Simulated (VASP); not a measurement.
# Mo (Im-3m) in VASP: single point with PBEsol

Aim: the single point of Mo with PBEsol.

Everything below comes from runs of VASP 6.6.1. Logs are shortened: lines on timing, memory, paths and dates and some standing lists are left out, and cuts for length are marked.

## Step 1: The cell of the first run

The structure is cubic, space group Im-3m (No. 229). The conventional cell has a = 2.891 Å, b = 2.891 Å, c = 2.891 Å, α = 90.00°, β = 90.00°, γ = 90.00°. Mo (site symmetry m-3m) has 14 Mo at 2.50 to 2.89 Å within 3.3 Å.

## Step 2: Single point, PBEsol (strain -0.080 along x and y, -0.080 along z)

INCAR reads:

```
  ALGO = Fast
  EDIFF = 1E-6
  ENCUT = 520
  GGA = PS
  ISIF = 2
  ISMEAR = 0
  LASPH = T
  LCHARG = T
  LELF = T
  LREAL = F
  LVHAR = T
  LWAVE = F
  NBANDS = 13
  NELM = 80
  PREC = Accurate
  SIGMA = 0.15
```

KPOINTS reads:

```
k-points
0
Gamma
  22 22 22
```

POSCAR reads:

```
Mo
1.0
   -1.4453200000      1.4453200000      1.4453200000
    1.4453200000     -1.4453200000      1.4453200000
    1.4453200000      1.4453200000     -1.4453200000
Mo
1
Direct
    0.0000000000      0.0000000000      0.0000000000
```

Potentials or basis: VASP PAW PBE potentials, release 64 (Mo_sv).

Run with:

```bash
cat potpaw_PBE.64/Mo_sv/POTCAR > POTCAR
mpirun -np 1 vasp_std > vasp.out
```

OUTCAR:

```text
EDIFF = 1E-6
   ENCUT = 520
   GGA = PS
   ISIF = 2
   ISMEAR = 0
   LASPH = T
   LREAL = F
   NELM = 80
   PREC = Accurate

 ion  position               nearest neighbor table
   1  0.000  0.000  0.000-

  LATTYP: Found a body centered cubic cell.
 ALAT       =     2.8906400000

  Lattice vectors:

 A1 = (  -1.4453200000,   1.4453200000,   1.4453200000)
 A2 = (   1.4453200000,  -1.4453200000,   1.4453200000)
 A3 = (   1.4453200000,   1.4453200000,  -1.4453200000)

Analysis of symmetry for initial positions (statically):
=====================================================================
 Subroutine PRICEL returns:
 Original cell was already a primitive cell.

 Routine SETGRP: Setting up the symmetry group for a
 body centered cubic supercell.

 Subroutine GETGRP returns: Found 48 space group operations
 (whereof 48 operations were pure point group operations)
 out of a pool of 48 trial point group operations.

The static configuration has the point symmetry O_h .

Analysis of symmetry for dynamics (positions and initial velocities):
=====================================================================
 Subroutine PRICEL returns:
 Original cell was already a primitive cell.

 Routine SETGRP: Setting up the symmetry group for a
 body centered cubic supercell.

 Subroutine GETGRP returns: Found 48 space group operations
 (whereof 48 operations were pure point group operations)
 out of a pool of 48 trial point group operations.

The dynamic configuration has the point symmetry O_h .

 Subroutine INISYM returns: Found 48 space group operations
 (whereof 48 operations are pure point group operations),
 and found     1 'primitive' translations

----------------------------------------------------------------------------------------

                                     Primitive cell

  volume of cell :      12.0768

  direct lattice vectors                    reciprocal lattice vectors
    -1.445320000  1.445320000  1.445320000     0.000000000  0.345944151  0.345944151
     1.445320000 -1.445320000  1.445320000     0.345944151  0.000000000  0.345944151
     1.445320000  1.445320000 -1.445320000     0.345944151  0.345944151  0.000000000

  length of vectors
     2.503367673  2.503367673  2.503367673     0.489238910  0.489238910  0.489238910

  position of ions in fractional coordinates (direct lattice)
     0.000000000  0.000000000  0.000000000

  ion indices of the primitive-cell ions
   primitive index   ion index
                 1           1

[... 83 lines left out ...]
   NUPDOWN=      -1.0000    fix difference up-down
   EMIN   =  10.00;   EMAX   =-10.00  energy-range for DOS
   EFERMI =   0.00;   METHOD = LEGACY
   ISMEAR =     0;   SIGMA  =   0.15  broadening in eV -4-tet -1-fermi 0-gaus
   EFERMI_NEDOS =   21; number of points for ismear=-14 and -15
   IALGO  =     68    algorithm
   IMIX   =      4    mixing-type and parameters
     AMIX     =   0.40;   BMIX     =  1.00
     AMIX_MAG =   1.60;   BMIX_MAG =  1.00
  volume/ion in A,a.u.               =      12.08        81.50
  Fermi-wavevector in a.u.,A,eV,Ry     =   1.719756  3.249868 40.240056  2.957561
  Thomas-Fermi vector in A             =   2.796323
   LORBIT       =      0    0 simple, 1 ext, 2 COOP (PROOUT), +10 PAW based schemes
   GGA     = PS    functional components
   LHFCALC =     F    Hartree Fock is set to
   AEXX    =    0.0000 exact exchange contribution
   IVDW    =     0    specifies the selected vdW correction
   LEPSILON=     F    determine dielectric tensor
   LRPA    =     F    only Hartree local field effects (RPA)
 non-spin polarized calculation
 RMM-DIIS sequential band-by-band and
 Gauss-broadening in eV      SIGMA  =   0.15
  energy-cutoff  :      520.00
  volume of cell :       12.08
 maximum number of plane-waves:       338
   NGX =  9   NGY =  9   NGZ =  9

 number of electron      14.0000003 magnetization

 Free energy of the ion-electron system (eV)
  ---------------------------------------------------
  ext. energy  EPLUGINS =         0.00000000
  ---------------------------------------------------
  free energy    TOTEN  =       -10.86178401 eV

  energy without entropy =      -10.85653187  energy(sigma->0) =      -10.85915794

 E-fermi :  17.1374     XC(G=0): -15.0439

 val. band max:       17.1366068834   @ k =   0.5000   0.5000   0.0909
 cond. band min:      17.1488747230   @ k =  -0.1364   0.1364   0.0909
 fundamental gap:      0.0122678396
 Fermi energy:        17.1373807394

 k-point     1 :       0.0000    0.0000    0.0000
  band No.  band energies     occupation
      1     -44.3880      2.00000
      2     -16.7418      2.00000
      3     -16.7418      2.00000
      4     -16.7418      2.00000
      5       9.2185      2.00000
      6      15.0868      2.00000
      7      15.0868      2.00000
      8      15.0868      2.00000
      9      19.1784      0.00000
     10      19.1784      0.00000
     11      32.0965      0.00000
     12      32.0965      0.00000
     13      32.0965      0.00000
[... 354 lines left out ...]
  band No.  band energies     occupation
      1     -44.1518      2.00000
      2     -17.8347      2.00000
      3     -17.0255      2.00000
      4     -16.8336      2.00000
      5      11.0795      2.00000
      6      14.0976      2.00000
      7      14.4107      2.00000
      8      17.5407      0.00014
      9      17.9742      0.00000
     10      19.5214      0.00000
     11      33.6862      0.00000
     12      35.2045      0.00000
     13      36.0476      0.00000

 [... further k-points ...]

------------------------ aborting loop because EDIFF is reached ----------------------------------------

  FORCE on cell =-STRESS in cart. coord.  units (eV):
  Direction    XX          YY          ZZ          XY          YZ          ZX
  --------------------------------------------------------------------------------------
  -------------------------------------------------------------------------------------
  Total        8.2759870      8.2759870      8.2759870      0.0000000     -0.0000000      0.0000000
  in kB     1097.9393592   1097.9393592   1097.9393592      0.0000000     -0.0000000      0.0000000
  external PRESSURE =    1097.9393592 kB  Pullay stress =       0.0000000 kB

 VOLUME and BASIS-vectors are now :
 -----------------------------------------------------------------------------
  energy-cutoff  :      520.00
  volume of cell :       12.08
      direct lattice vectors                 reciprocal lattice vectors
    -1.445320000  1.445320000  1.445320000     0.000000000  0.345944151  0.345944151
     1.445320000 -1.445320000  1.445320000     0.345944151  0.000000000  0.345944151
     1.445320000  1.445320000 -1.445320000     0.345944151  0.345944151  0.000000000

 POSITION                                       TOTAL-FORCE (eV/Angst)
 -----------------------------------------------------------------------------------
      0.00000      0.00000      0.00000         0.000000      0.000000      0.000000
 -----------------------------------------------------------------------------------
    total drift:                                0.000000      0.000000      0.000000

  FREE ENERGIE OF THE ION-ELECTRON SYSTEM (eV)
  ---------------------------------------------------
  free  energy   TOTEN  =       -10.8617840116 eV

  energy  without entropy=      -10.8565318720  energy(sigma->0) =      -10.85915794
```

OSZICAR:

```text
N       E                     dE             d eps       ncg     rms          rms(c)
DAV:   1     0.929139025621E+02    0.92914E+02   -0.81486E+03  8663   0.114E+03
DAV:   2    -0.102842403662E+02   -0.10320E+03   -0.98925E+02  9733   0.321E+02
DAV:   3    -0.113741075205E+02   -0.10899E+01   -0.10873E+01  9383   0.327E+01
DAV:   4    -0.113762083999E+02   -0.21009E-02   -0.21008E-02  9823   0.172E+00
DAV:   5    -0.113762185336E+02   -0.10134E-04   -0.10132E-04  9613   0.108E-01    0.284E+01
RMM:   6    -0.109561860056E+02    0.42003E+00   -0.38128E-01  8559   0.609E+00    0.119E+01
RMM:   7    -0.108655665220E+02    0.90619E-01   -0.17995E-01  8828   0.415E+00    0.725E-01
RMM:   8    -0.108618201770E+02    0.37463E-02   -0.10285E-02  9615   0.115E+00    0.904E-02
RMM:   9    -0.108617870080E+02    0.33169E-04   -0.79585E-04  9850   0.313E-01    0.686E-02
RMM:  10    -0.108617910524E+02   -0.40444E-05   -0.80049E-05  9999   0.108E-01    0.237E-02
RMM:  11    -0.108617835288E+02    0.75237E-05   -0.39512E-05  9887   0.704E-02    0.117E-03
RMM:  12    -0.108617840116E+02   -0.48284E-06   -0.47939E-06  7553   0.248E-02
   1 F= -.10861784E+02 E0= -.10859158E+02  d E =-.525214E-02
```

stdout:

```text
POSCAR found type information on POSCAR Mo
 POSCAR found :  1 types and       1 ions
 scaLAPACK will be used
 -----------------------------------------------------------------------------
|                                                                             |
|                                                                             |
|     You enforced a specific xc type in the INCAR file but a different       |
|     I HOPE YOU KNOW WHAT YOU ARE DOING!                                     |
|                                                                             |
 -----------------------------------------------------------------------------

 LDA part: xc-table for (Slater+PW92), standard interpolation
 POSCAR, INCAR and KPOINTS ok, starting setup
 FFT: planning ... GRIDC
 FFT: planning ... GRID_SOFT
 FFT: planning ... GRID
 WAVECAR not read
 entering main loop
```

It took 19 s on 1 thread of Intel Xeon 6975P-C (Granite Rapids), shared host; peak memory 0.16 GiB.

What came out:

* Free energy: -10.8618 eV
* Pressure: 109.8 GPa
* Band gap on the k mesh: zero (band 7 reaches 22.78 eV, above the bottom of band 8 at 15.09 eV)

Levels at points of the mesh, in eV from the Fermi level:
```tsv
k point	band 3	band 4	band 5	band 6	band 7	band 8	band 9	band 10	band 11	band 12
(0.00, 0.00, 0.00)	-33.88	-33.88	-7.92	-2.05	-2.05	-2.05	2.04	2.04	14.96	14.96
(0.50, 0.00, 0.00)	-34.81	-33.93	-7.16	-4.94	2.31	3.02	3.18	6.84	12.28	16.27
(0.50, 0.50, 0.50)	-35.91	-35.91	-7.88	-7.88	5.64	5.64	5.64	11.33	11.33	11.33
```

Caveat: the cell differs from its parent crystal (strain -0.080 along x and y, -0.080 along z); the PAW data sets were made with another functional, which shifts forces and pressure a little.
